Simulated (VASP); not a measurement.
# TbHgB4 (P2/m) in VASP: relaxation of cell and atoms with PBE

Aim: the relaxation of cell and atoms of TbHgB4 with PBE.

Everything below comes from runs of VASP 6.6.1. Logs are shortened: lines on timing, memory, paths and dates and some standing lists are left out, and cuts for length are marked.

### 1 The cell of the first run

The structure is monoclinic, space group P2/m (No. 10). Conventional cell: a = 4.071 Å, b = 3.256 Å, c = 5.397 Å, α = 90.00°, β = 98.72°, γ = 90.00°. Within 3.4 Å of Tb (site symmetry 2/m) lie 12 B at 2.61 to 2.86 Å and 4 Hg at 3.15 Å and 2 Tb at 3.26 Å. B (site symmetry m) has 3 B at 1.81 to 1.87 Å and 1 Hg at 2.43 Å within 2.5 Å. Within 2.3 Å of B (site symmetry m) lie 3 B at 1.76 to 1.87 Å. Within 3.3 Å of Hg (site symmetry 2/m) lie 12 B at 2.43 to 2.97 Å and 4 Tb at 3.15 Å and 2 Hg at 3.26 Å.

### 2 Relaxation of cell and atoms, PBE

Input file INCAR:

```
SYSTEM = TbHgB4
PREC     = Accurate       ! precision mode
ENCUT    = 500            ! plane-wave cutoff, eV
EDIFF    = 1E-7           ! SCF threshold, eV
ISMEAR   = 0              ! smearing method
SIGMA    = 0.1            ! smearing width, eV
LREAL    = .False.        ! projectors in reciprocal space
LASPH    = .True.         ! aspherical terms in the spheres
NELM     = 200            ! most SCF steps
ALGO     = Normal         ! electronic algorithm
ISIF     = 3              ! what is computed and relaxed
LWAVE    = .False.        ! write WAVECAR
LCHARG   = .False.        ! write CHGCAR
GGA      = PE             ! functional
IBRION   = 2              ! ionic algorithm
NSW      = 100            ! ionic steps
EDIFFG   = -0.01          ! ionic threshold
GGA_COMPAT= .False.      
NELMIN   = 4            
LMAXMIX  = 6              ! l up to which the mixer works
```

Input file KPOINTS:

```
Automatic mesh
0
Gamma
  8 10 6
  0 0 0
```

Input file POSCAR:

```
TbHgB4
1.0
    4.0713444887      0.0000000000      0.0000000000
    0.0000000000      3.2563724705      0.0000000000
   -0.8186236328      0.0000000000      5.3341858360
Tb B Hg
1 4 1
Direct
    0.5000000000      0.5000000000      0.5000000000
    0.0208865091      0.0000000000      0.6697411863
    0.9730350387      0.5000000000      0.1588203279
    0.0269649613      0.5000000000      0.8411796721
    0.9791134909      0.0000000000      0.3302588137
    0.5000000000      0.0000000000      0.0000000000
```

Potentials or basis: VASP PAW PBE potentials, release 64 (Tb_3, B, Hg), 4f in core.

Launch:

```bash
cat potpaw_PBE.64/Tb_3/POTCAR potpaw_PBE.64/B/POTCAR potpaw_PBE.64/Hg/POTCAR > POTCAR
mpirun -np 1 vasp_std > vasp.out
```

OUTCAR:

```text
SYSTEM = TbHgB4
   PREC = Accurate
   ENCUT = 500
   EDIFF = 1E-7
   ISMEAR = 0
   LREAL = .False.
   LASPH = .True.
   NELM = 200
   ISIF = 3
   GGA = PE
   IBRION = 2
   NSW = 100
   EDIFFG = -0.01
   NELMIN = 4

 ion  position               nearest neighbor table
   1  0.500  0.500  0.500-   4 2.61   3 2.61   2 2.72   2 2.72   5 2.72   5 2.72   5 2.80   2 2.80
                             5 2.80   2 2.80   3 2.86   4 2.86   6 3.15   6 3.15   6 3.15   6 3.15
   2  0.021  0.000  0.670-   5 1.81   4 1.87   4 1.87   6 2.43   1 2.72   1 2.72   1 2.80   1 2.80
                             6 2.97
   3  0.973  0.500  0.159-   4 1.76   5 1.87   5 1.87   6 2.57   6 2.57   1 2.61   1 2.86   6 2.92
                             6 2.92
   4  0.027  0.500  0.841-   3 1.76   2 1.87   2 1.87   6 2.57   6 2.57   1 2.61   1 2.86   6 2.92
                             6 2.92
   5  0.979  0.000  0.330-   2 1.81   3 1.87   3 1.87   6 2.43   1 2.72   1 2.72   1 2.80   1 2.80
                             6 2.97
   6  0.500  0.000  0.000-   2 2.43   5 2.43   4 2.57   3 2.57   3 2.57   4 2.57   4 2.92   4 2.92
                             3 2.92   3 2.92   5 2.97   2 2.97   1 3.15   1 3.15   1 3.15   1 3.15

  LATTYP: Found a simple monoclinic cell.
 ALAT       =     4.0713444887
 B/A-ratio  =     0.7998273002
 C/A-ratio  =     1.3255169881
 COS(beta)  =    -0.1516914592

  Lattice vectors:

 A1 = (   4.0713444887,   0.0000000000,   0.0000000000)
 A2 = (   0.0000000000,   3.2563724705,   0.0000000000)
 A3 = (  -0.8186236328,   0.0000000000,   5.3341858360)

Analysis of symmetry for initial positions (statically):
=====================================================================
 Subroutine PRICEL returns:
 Original cell was already a primitive cell.

 Routine SETGRP: Setting up the symmetry group for a
 simple monoclinic supercell.

 Subroutine GETGRP returns: Found  4 space group operations
 (whereof  4 operations were pure point group operations)
 out of a pool of  4 trial point group operations.

The static configuration has the point symmetry C_2h.

Analysis of symmetry for dynamics (positions and initial velocities):
=====================================================================
 Subroutine PRICEL returns:
 Original cell was already a primitive cell.

 Routine SETGRP: Setting up the symmetry group for a
 simple monoclinic supercell.

 Subroutine GETGRP returns: Found  4 space group operations
 (whereof  4 operations were pure point group operations)
 out of a pool of  4 trial point group operations.

The dynamic configuration has the point symmetry C_2h.

 Subroutine INISYM returns: Found  4 space group operations
 (whereof  4 operations are pure point group operations),
 and found     1 'primitive' translations

----------------------------------------------------------------------------------------

                                     Primitive cell

  volume of cell :      70.7196

  direct lattice vectors                    reciprocal lattice vectors
     4.071344489  0.000000000  0.000000000     0.245619108  0.000000000  0.037694526
     0.000000000  3.256372471  0.000000000     0.000000000  0.307090178  0.000000000
    -0.818623633  0.000000000  5.334185836     0.000000000  0.000000000  0.187470034

  length of vectors
     4.071344489  3.256372471  5.396636284     0.248494715  0.307090178  0.187470034

  position of ions in fractional coordinates (direct lattice)
     0.500000000  0.500000000  0.500000000
     0.020886509  0.000000000  0.669741186
     0.973035039  0.500000000  0.158820328
     0.026964961  0.500000000  0.841179672
     0.979113491  0.000000000  0.330258814
     0.500000000  0.000000000  0.000000000

  ion indices of the primitive-cell ions
   primitive index   ion index
                 1           1
                 2           2
                 3           3
                 4           4
                 5           5
                 6           6

----------------------------------------------------------------------------------------

 KPOINTS: Automatic mesh

Automatic generation of k-mesh.
 Grid dimensions read from file:
 generate k-points for:    8   10    6

 Generating k-lattice:

  Cartesian coordinates                     Fractional coordinates (reciprocal lattice)
     0.030702388  0.000000000  0.004711816     0.125000000  0.000000000  0.000000000
     0.000000000  0.030709018  0.000000000     0.000000000  0.100000000  0.000000000
     0.000000000  0.000000000  0.031245006     0.000000000  0.000000000  0.166666667

  Length of vectors
     0.031061839  0.030709018  0.031245006

  Shift w.r.t. Gamma in fractional coordinates (k-lattice)
     0.000000000  0.000000000  0.000000000

 Subroutine IBZKPT returns following result:
 ===========================================

 Found    156 irreducible k-points:

 Following reciprocal coordinates:
            Coordinates               Weight
  0.000000  0.000000  0.000000      1.000000
  0.125000  0.000000  0.000000      2.000000
  0.250000  0.000000  0.000000      2.000000
  0.375000  0.000000 -0.000000      2.000000
  0.500000  0.000000  0.000000      1.000000
  0.000000  0.100000  0.000000      2.000000
[... 16 lines left out ...]
  0.250000  0.400000  0.000000      4.000000
  0.375000  0.400000 -0.000000      4.000000
 [... further k-points ...]
   k-points           NKPTS =    156   k-points in BZ     NKDIM =    156   number of bands    NBANDS=     20
   number of dos      NEDOS =    301   number of ions     NIONS =      6
   total plane-waves  NPLWV =  28800
   dimension x,y,z NGX =    30 NGY =   24 NGZ =   40
   dimension x,y,z NGXF=    60 NGYF=   48 NGZF=   80
   ions per type =               1   4   1
   NGX,Y,Z   is equivalent  to a cutoff of  12.25, 12.25, 12.32 a.u.
   NGXF,Y,Z  is equivalent  to a cutoff of  24.50, 24.51, 24.64 a.u.
 SYSTEM =  TbHgB4
   PREC   = accura    normal or accurate (medium, high low for compatibility)
   ISTART =      0    job   : 0-new  1-cont  2-samecut
   ICHARG =      2    charge: 1-file 2-atom 10-const
   ISPIN  =      1    spin polarized calculation?
   LNONCOLLINEAR =      F non collinear calculations
   LSORBIT =      F    spin-orbit coupling
   LASPH  =      T    aspherical Exc in radial PAW
   ENCUT  =  500.0 eV  36.75 Ry    6.06 a.u.   7.42  5.94  9.84*2*pi/ulx,y,z
   NELM   =    200;   NELMIN=  4; NELMDL= -5     # of ELM steps
   EDIFF  = 0.1E-06   stopping-criterion for ELM
   LREAL  =      F    real-space projection
   EDIFFG = -.1E-01   stopping-criterion for IOM
   NSW    =    100    number of steps for IOM
   IBRION =      2    ionic relax: 0-MD 1-quasi-New 2-CG
   NFREE  =      1    steps in history (QN), initial steepest desc. (CG)
   ISIF   =      3    stress and relaxation
   ISYM   =      2    0-nonsym 1-usesym 2-fastsym
   POTIM  = 0.5000    time-step for ionic-motion
   TEBEG  =    0.0;   TEEND  =   0.0 temperature during run
   PSTRESS=    0.0 pullay stress
   NELECT =      33.0000    total number of electrons
   NUPDOWN=      -1.0000    fix difference up-down
   EMIN   =  10.00;   EMAX   =-10.00  energy-range for DOS
   EFERMI =   0.00;   METHOD = LEGACY
   ISMEAR =     0;   SIGMA  =   0.10  broadening in eV -4-tet -1-fermi 0-gaus
   EFERMI_NEDOS =   21; number of points for ismear=-14 and -15
   IALGO  =     38    algorithm
   IMIX   =      4    mixing-type and parameters
     AMIX     =   0.40;   BMIX     =  1.00
     AMIX_MAG =   1.60;   BMIX_MAG =  1.00
  volume/ion in A,a.u.               =      11.79        79.54
  Fermi-wavevector in a.u.,A,eV,Ry     =   1.269793  2.399560 21.937670  1.612373
  Thomas-Fermi vector in A             =   2.402815
   LORBIT       =      0    0 simple, 1 ext, 2 COOP (PROOUT), +10 PAW based schemes
   GGA     = PE    functional components
   LHFCALC =     F    Hartree Fock is set to
   AEXX    =    0.0000 exact exchange contribution
   IVDW    =     0    specifies the selected vdW correction
   LEPSILON=     F    determine dielectric tensor
   LRPA    =     F    only Hartree local field effects (RPA)
 conjugate gradient relaxation of ions
 non-spin polarized calculation
 Gauss-broadening in eV      SIGMA  =   0.10
  energy-cutoff  :      500.00
  volume of cell :       70.72
 maximum number of plane-waves:      1824
 NGX is ok and might be reduce to    30
   NGX = 15   NGY = 11   NGZ = 19

--------------------------------------- Ionic step        1  -------------------------------------------

 number of electron      33.0000003 magnetization

 Free energy of the ion-electron system (eV)
  ---------------------------------------------------
  ext. energy  EPLUGINS =         0.00000000
  ---------------------------------------------------
  free energy    TOTEN  =       -31.16072659 eV

  energy without entropy =      -31.15456995  energy(sigma->0) =      -31.15764827

------------------------ aborting loop because EDIFF is reached ----------------------------------------

  FORCE on cell =-STRESS in cart. coord.  units (eV):
  Direction    XX          YY          ZZ          XY          YZ          ZX
  --------------------------------------------------------------------------------------
  -------------------------------------------------------------------------------------
  Total        0.1558653      0.3390935      0.3714753      0.0000000      0.0000000      0.1059237
  in kB        3.5311800      7.6822775      8.4158986      0.0000000      0.0000000      2.3997373
  external PRESSURE =       6.5431187 kB  Pullay stress =       0.0000000 kB
[... 185 lines left out ...]
  energy  without entropy=      -31.1567150911  energy(sigma->0) =      -31.15966866

--------------------------------------- Ionic step        6  -------------------------------------------

 number of electron      33.0000003 magnetization

 Free energy of the ion-electron system (eV)
  ---------------------------------------------------
  ext. energy  EPLUGINS =         0.00000000
  ---------------------------------------------------
  free energy    TOTEN  =       -31.16277437 eV

  energy without entropy =      -31.15692323  energy(sigma->0) =      -31.15984880

 E-fermi :   5.5127     XC(G=0): -11.8044

 val. band max:        5.5087667764   @ k =   0.0000   0.2000   0.1667
 cond. band min:       5.5160550411   @ k =   0.2500   0.1000   0.0000
 fundamental gap:      0.0072882647
 Fermi energy:         5.5127485499

 k-point     1 :       0.0000    0.0000    0.0000
  band No.  band energies     occupation
      1     -16.7889      2.00000
      2     -16.5618      2.00000
      3     -16.1507      2.00000
      4      -6.9255      2.00000
      5      -3.5327      2.00000
      6      -2.8311      2.00000
[... 12 lines left out ...]
     19       7.6212      0.00000
[... 513 lines left out ...]
      4      -4.6041      2.00000
      5      -3.6650      2.00000
      6      -3.1278      2.00000
[... 12 lines left out ...]
     19       8.1566      0.00000
     20       9.6256      0.00000

 [... further k-points ...]
[... 5 lines left out ...]
  --------------------------------------------------------------------------------------
  -------------------------------------------------------------------------------------
  Total       -0.0070806      0.0062366     -0.0124995      0.0000000      0.0000000      0.0071910
  in kB       -0.1598098      0.1407611     -0.2821157      0.0000000      0.0000000      0.1623013
  external PRESSURE =      -0.1003881 kB  Pullay stress =       0.0000000 kB
[... 21 lines left out ...]
  FREE ENERGIE OF THE ION-ELECTRON SYSTEM (eV)
  ---------------------------------------------------
  free  energy   TOTEN  =       -31.1627743695 eV

  energy  without entropy=      -31.1569232304  energy(sigma->0) =      -31.15984880

 reached required accuracy - stopping structural energy minimisation
```

Run time: 8.5 min. Hardware: 1 thread of Intel Xeon Platinum 8488C (Sapphire Rapids), shared host; peak memory 0.36 GiB.

What came out:

| Item | Value |
| --- | --- |
| Free energy | -31.1628 eV |
| Relaxed volume | 11.83 Å³/atom |
| Relaxed cell | a = 4.067 Å, b = 3.261 Å, c = 5.408 Å, α = 90.00°, β = 98.25°, γ = 90.00° |
| Space group after relaxing (to 0.1 Å) | P2/m (No. 10) |
| Energy gained by relaxing | 0.3 meV/atom |
| Ionic steps | 6 |
| Pressure after relaxing | 0.0 GPa |
| Largest force after relaxing | 0.009 eV/Å |
| Band gap on the k mesh | zero (an odd number of electrons rules out a gap without spin polarisation) |

Forces in eV/Å, atoms in the order of the input:
```
Tb   0.000  0.000  0.000
B   -0.005  0.000  0.008
B   -0.002  0.000  0.008
B    0.002  0.000 -0.008
B    0.005  0.000 -0.008
Hg   0.000  0.000  0.000
```

The path:
| step | energy change (eV) | largest force (eV/Å) | pressure (GPa) | volume (Å³) |
| --- | --- | --- | --- | --- |
| 1 | 0.0000 | 0.0636 | 0.65 | 70.72 |
| 2 | -0.0009 | 0.0482 | -0.47 | 71.21 |
| 3 | -0.0011 | 0.0463 | -0.18 | 71.08 |
| 4 | -0.0015 | 0.0307 | -0.11 | 71.04 |
| 5 | -0.0019 | 0.0336 | 0.03 | 70.98 |
| 6 | -0.0020 | 0.0095 | -0.01 | 70.99 |

Final structure:
```xyz
6
Lattice="4.0666 0.0000 0.0159 0.0000 3.2613 0.0000 -0.7969 0.0000 5.3493" Properties=species:S:1:pos:R:3 pbc="T T T"
Tb    1.6349    1.6307    2.6826
B    -0.4546    0.0000    3.5796
B     3.8404    1.6307    0.8680
B    -0.5707    1.6307    4.4972
B     3.7244    0.0000    1.7856
Hg    1.2364    0.0000    5.3573
```

Caveat: spin-orbit coupling is left out, which moves the levels of the heavy elements; the 4f electrons are frozen in the core, so they carry no moment and show no levels; an odd number of electrons without spin polarisation forces a metal; a magnetic or distorted state may lie lower.
